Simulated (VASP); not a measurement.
# SnSe (Pnma) in VASP: settings compared

Aim: see how the results for SnSe move with the level of theory and the settings. Levels: PBEsol, PBE. Tasks: relaxation of shape and atoms at fixed volume, relaxation of cell and atoms.

All numbers are computed with VASP 6.6.1; they aren't measurements. Logs are shortened: lines on timing, memory, paths and dates and some standing lists are left out, and cuts for length are marked.

### 1 The cell of the first run

The structure is orthorhombic, space group Pnma (No. 62). Conventional cell: a = 11.507 Å, b = 4.182 Å, c = 4.389 Å, α = 90.00°, β = 90.00°, γ = 90.00°. Within 3.7 Å of Sn (site symmetry m) lie 6 Se at 2.77 to 3.44 Å and 2 Sn at 3.52 Å. Within 3.7 Å of Se (site symmetry m) lie 6 Sn at 2.77 to 3.44 Å.

### 2 Relaxation of shape and atoms at fixed volume, PBEsol (26.40 Å³/atom)

Input file INCAR:

```
SYSTEM = SnSe
PREC = Accurate
ENCUT = 600
EDIFF = 1E-7
ISMEAR = 0
SIGMA = 0.03
LREAL = .False.
LASPH = .True.
NELM = 80
ALGO = Normal
ISIF = 4
LWAVE = .False.
LCHARG = .False.
GGA = PS
IBRION = 2
NSW = 40
EDIFFG = -0.01
KPAR = 2
```

Input file KPOINTS:

```
Automatic mesh
0
Gamma
  4 8 8
  0 0 0
```

Input file POSCAR:

```
SnSe                                    
1.0
   11.5069626060      0.0000000000      0.0000000000
    0.0000000000      4.1815697538     -0.0000000000
    0.0000000000     -0.0000000000      4.3892542206
  Sn              Se            
     4     4
Direct
     0.1178032792429183    0.2500000000000000    0.0930657259609785
     0.3821967207570816    0.7500000000000000    0.5930657259609787
     0.6178032792429181    0.2500000000000000    0.4069342740390215
     0.8821967207570819    0.7500000000000000    0.9069342740390213
     0.3574195364931457    0.2500000000000000    0.0221923746805660
     0.1425804635068542    0.7500000000000000    0.5221923746805663
     0.8574195364931456    0.2500000000000000    0.4778076253194340
     0.6425804635068544    0.7500000000000000    0.9778076253194337
```

Potentials or basis: VASP PAW PBE potentials, release 64 (Sn_d, Se).

On the command line:

```bash
> cat potpaw_PBE.64/Sn_d/POTCAR potpaw_PBE.64/Se/POTCAR > POTCAR
> mpirun -np 2 vasp_std > vasp.out
```

OUTCAR:

```text
SYSTEM = SnSe
   PREC = Accurate
   ENCUT = 600
   EDIFF = 1E-7
   ISMEAR = 0
   LREAL = .False.
   LASPH = .True.
   NELM = 80
   ISIF = 4
   GGA = PS
   IBRION = 2
   NSW = 40
   EDIFFG = -0.01

 ion  position               nearest neighbor table
   1  0.118  0.250  0.093-   5 2.77   6 2.83   6 2.83   6 3.28   6 3.28   4 3.52   4 3.52
   2  0.382  0.750  0.593-   6 2.77   5 2.83   5 2.83   5 3.28   5 3.28   3 3.52   3 3.52
   3  0.618  0.250  0.407-   7 2.77   8 2.83   8 2.83   8 3.28   8 3.28   2 3.52   2 3.52
   4  0.882  0.750  0.907-   8 2.77   7 2.83   7 2.83   7 3.28   7 3.28   1 3.52   1 3.52
   5  0.357  0.250  0.022-   1 2.77   2 2.83   2 2.83   2 3.28   2 3.28
   6  0.143  0.750  0.522-   2 2.77   1 2.83   1 2.83   1 3.28   1 3.28
   7  0.857  0.250  0.478-   3 2.77   4 2.83   4 2.83   4 3.28   4 3.28
   8  0.643  0.750  0.978-   4 2.77   3 2.83   3 2.83   3 3.28   3 3.28

  LATTYP: Found a simple orthorhombic cell.
 ALAT       =     4.1815697538
 B/A-ratio  =     1.0496666274
 C/A-ratio  =     2.7518284480

  Lattice vectors:

 A1 = (   0.0000000000,   4.1815697538,   0.0000000000)
 A2 = (   0.0000000000,   0.0000000000,   4.3892542206)
 A3 = (  11.5069626060,   0.0000000000,   0.0000000000)

Analysis of symmetry for initial positions (statically):
=====================================================================
 Subroutine PRICEL returns:
 Original cell was already a primitive cell.

 Routine SETGRP: Setting up the symmetry group for a
 simple orthorhombic supercell.

 Subroutine GETGRP returns: Found  8 space group operations
 (whereof  2 operations were pure point group operations)
 out of a pool of  8 trial point group operations.

The static configuration has the point symmetry S_2 .
 The point group associated with its full space group is D_2h.

Analysis of symmetry for dynamics (positions and initial velocities):
=====================================================================
 Subroutine PRICEL returns:
 Original cell was already a primitive cell.

 Routine SETGRP: Setting up the symmetry group for a
 simple orthorhombic supercell.

 Subroutine GETGRP returns: Found  8 space group operations
 (whereof  2 operations were pure point group operations)
 out of a pool of  8 trial point group operations.

The dynamic configuration has the point symmetry S_2 .
 The point group associated with its full space group is D_2h.

 Subroutine INISYM returns: Found  8 space group operations
 (whereof  2 operations are pure point group operations),
 and found     1 'primitive' translations

[... 115 lines left out ...]
   TEBEG  =    0.0;   TEEND  =   0.0 temperature during run
   PSTRESS=    0.0 pullay stress
   NELECT =      80.0000    total number of electrons
   NUPDOWN=      -1.0000    fix difference up-down
   EMIN   =  10.00;   EMAX   =-10.00  energy-range for DOS
   EFERMI =   0.00;   METHOD = LEGACY
   ISMEAR =     0;   SIGMA  =   0.03  broadening in eV -4-tet -1-fermi 0-gaus
   EFERMI_NEDOS =   21; number of points for ismear=-14 and -15
   IALGO  =     38    algorithm
   IMIX   =      4    mixing-type and parameters
     AMIX     =   0.40;   BMIX     =  1.00
     AMIX_MAG =   1.60;   BMIX_MAG =  1.00
  volume/ion in A,a.u.               =      26.40       178.15
  Fermi-wavevector in a.u.,A,eV,Ry     =   1.184517  2.238412 19.090064  1.403080
  Thomas-Fermi vector in A             =   2.320729
   LORBIT       =      0    0 simple, 1 ext, 2 COOP (PROOUT), +10 PAW based schemes
   GGA     = PS    functional components
   LHFCALC =     F    Hartree Fock is set to
   AEXX    =    0.0000 exact exchange contribution
   IVDW    =     0    specifies the selected vdW correction
   LEPSILON=     F    determine dielectric tensor
   LRPA    =     F    only Hartree local field effects (RPA)
 conjugate gradient relaxation of ions
 non-spin polarized calculation
 Gauss-broadening in eV      SIGMA  =   0.03
  energy-cutoff  :      600.00
  volume of cell :      211.20
 maximum number of plane-waves:      7090
 NGX is ok and might be reduce to    96
   NGX = 45   NGY = 17   NGZ = 17

--------------------------------------- Ionic step        1  -------------------------------------------

 number of electron      79.9999984 magnetization

 Free energy of the ion-electron system (eV)
  ---------------------------------------------------
  ext. energy  EPLUGINS =         0.00000000
  ---------------------------------------------------
  free energy    TOTEN  =       -35.92026207 eV

  energy without entropy =      -35.92026207  energy(sigma->0) =      -35.92026207

------------------------ aborting loop because EDIFF is reached ----------------------------------------

  FORCE on cell =-STRESS in cart. coord.  units (eV):
  Direction    XX          YY          ZZ          XY          YZ          ZX
  --------------------------------------------------------------------------------------
  -------------------------------------------------------------------------------------
  Total       -1.4619802     -1.4244740     -1.4065225      0.0000000     -0.0000000      0.0000000
  in kB      -11.0907593    -10.8062329    -10.6700507      0.0000000     -0.0000000      0.0000000
  external PRESSURE =     -10.8556810 kB  Pullay stress =       0.0000000 kB
[... 239 lines left out ...]
--------------------------------------- Ionic step        7  -------------------------------------------

 number of electron      79.9999987 magnetization

 Free energy of the ion-electron system (eV)
  ---------------------------------------------------
  ext. energy  EPLUGINS =         0.00000000
  ---------------------------------------------------
  free energy    TOTEN  =       -35.92550256 eV

  energy without entropy =      -35.92550256  energy(sigma->0) =      -35.92550256

 E-fermi :   5.5755     XC(G=0):  -9.9334

 val. band max:        5.4401048896   @ k =   0.0000   0.0000   0.3750
 cond. band min:       5.9752714758   @ k =   0.0000   0.0000   0.0000
 fundamental gap:      0.5351665862
 Fermi energy:         5.5754865743

 k-point     1 :       0.0000    0.0000    0.0000
  band No.  band energies     occupation
      1     -15.8170      2.00000
      2     -15.8032      2.00000
      3     -15.8013      2.00000
      4     -15.7980      2.00000
      5     -15.7977      2.00000
      6     -15.7941      2.00000
[... 1213 lines left out ...]
     47       8.6751      0.00000
     48       8.6751      0.00000

 [... further k-points ...]

------------------------ aborting loop because EDIFF is reached ----------------------------------------

  FORCE on cell =-STRESS in cart. coord.  units (eV):
  Direction    XX          YY          ZZ          XY          YZ          ZX
  --------------------------------------------------------------------------------------
  -------------------------------------------------------------------------------------
  Total       -0.9355641     -0.9361120     -0.8581881      0.0000000     -0.0000000      0.0000000
  in kB       -7.0973031     -7.1014594     -6.5103190      0.0000000     -0.0000000      0.0000000
  external PRESSURE =      -6.9030272 kB  Pullay stress =       0.0000000 kB
[... 23 lines left out ...]
  FREE ENERGIE OF THE ION-ELECTRON SYSTEM (eV)
  ---------------------------------------------------
  free  energy   TOTEN  =       -35.9255025612 eV

  energy  without entropy=      -35.9255025612  energy(sigma->0) =      -35.92550256

 reached required accuracy - stopping structural energy minimisation
```

OSZICAR:

```text
N       E                     dE             d eps       ncg     rms          rms(c)
DAV:   1     0.922659619153E+03    0.92266E+03   -0.39883E+04  7736   0.235E+03
DAV:   2     0.125743654738E+03   -0.79692E+03   -0.77429E+03  7200   0.673E+02
DAV:   3    -0.257399150804E+02   -0.15148E+03   -0.14468E+03  8672   0.218E+02
[... 57 lines left out ...]
DAV:   2    -0.359255961436E+02    0.95941E-04   -0.81464E-04 10896   0.297E-01    0.566E-02
DAV:   3    -0.359254995833E+02    0.96560E-04   -0.78773E-05 11672   0.131E-01    0.114E-02
DAV:   4    -0.359255024874E+02   -0.29041E-05   -0.59314E-05  9304   0.483E-02    0.405E-03
DAV:   5    -0.359255025982E+02   -0.11075E-06   -0.31016E-06  7840   0.169E-02    0.270E-03
DAV:   6    -0.359255025612E+02    0.36953E-07   -0.12208E-07  4528   0.388E-03
   7 F= -.35925503E+02 E0= -.35925503E+02  d E =-.814122E-04
```

Run time: 21 min. Hardware: 2 MPI ranks of AMD EPYC 9R14 (Zen 4), shared host; peak memory 0.84 GiB.

What came out:

```
Free energy                  : -35.9255 eV
Energy gained by relaxing    : 0.7 meV/atom
Ionic steps                  : 7
Pressure after relaxing      : -0.7 GPa
Largest force after relaxing : 0.005 eV/Å
Band gap on the k mesh       : 0.54 eV (least direct gap 0.78 eV)
```

Forces on the atoms (eV/Å):
```
Sn  -0.001  0.000  0.005
Sn   0.001  0.000  0.005
Sn  -0.001  0.000 -0.005
Sn   0.001  0.000 -0.005
Se   0.002  0.000  0.005
Se  -0.002  0.000  0.005
Se   0.002  0.000 -0.005
Se  -0.002  0.000 -0.005
```

Step by step:
```tsv
step	energy change (eV)	largest force (eV/Å)	pressure (GPa)
1	0.0000	0.1083	-1.09
2	-0.0027	0.0733	-0.96
3	-0.0047	0.0199	-0.76
4	-0.0047	0.0174	-0.73
5	-0.0052	0.0070	-0.69
6	-0.0052	0.0065	-0.69
7	-0.0052	0.0053	-0.69
```

Final structure:
```cif
data_structure
_symmetry_space_group_name_H-M 'P 1'
_symmetry_Int_Tables_number 1
_cell_length_a 11.5195
_cell_length_b 4.1732
_cell_length_c 4.3932
_cell_angle_alpha 90.000
_cell_angle_beta 90.000
_cell_angle_gamma 90.000
_cell_volume 211.20
loop_
_atom_site_label
_atom_site_type_symbol
_atom_site_fract_x
_atom_site_fract_y
_atom_site_fract_z
_atom_site_occupancy
Sn1 Sn 0.11900 0.25000 0.09540 1
Sn2 Sn 0.38100 0.75000 0.59540 1
Sn3 Sn 0.61900 0.25000 0.40460 1
Sn4 Sn 0.88100 0.75000 0.90460 1
Se1 Se 0.35678 0.25000 0.02061 1
Se2 Se 0.14322 0.75000 0.52061 1
Se3 Se 0.85678 0.25000 0.47939 1
Se4 Se 0.64322 0.75000 0.97939 1
```

Caveat: the PAW data sets were made with another functional, which shifts forces and pressure a little; spin-orbit coupling is left out, which moves the levels of the heavy elements. A k mesh can miss the band edges.

(Part 1 of 2 ends here.)
